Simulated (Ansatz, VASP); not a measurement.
## AlB2P3: VASP beside Ansatz

```
Al B P
1.0
    -1.75131    1.75131    7.43017
     1.75131   -1.75131    7.43017
     1.75131    1.75131   -7.43017
Al B P
1 2 3
Direct
  0.00000 0.00000 0.00000
  0.66667 0.66667 0.00000
  0.33333 0.33333 0.00000
  0.58333 0.08333 0.50000
  0.25000 0.75000 0.50000
  0.91667 0.41667 0.50000
```

Alike in both runs: task relaxation of cell and atoms; functional PBE; k mesh 8 × 8 × 8; occupations gaussian, width 0.1 eV; no spin polarisation.

|  | VASP | Ansatz |
| --- | --- | --- |
| version | VASP 6.6.1 | Ansatz 0.2.0 |
| potentials or method | VASP PAW PBE potentials, release 64 (Al, B, P), cutoff 600 eV | scalar-relativistic, plane waves, PAW |
| valence electrons in the cell | 24 | 24 |

```csv
,VASP,Ansatz,Ansatz less VASP
"gap on the k mesh at the Fermi level, each at its own relaxed structure (eV)",0.61,0.62,+0.013
relaxed volume (Å³/atom),14.47,14.49,+0.015
relaxed cell length with the largest relative difference (Å),7.905,7.913,+0.0079
```
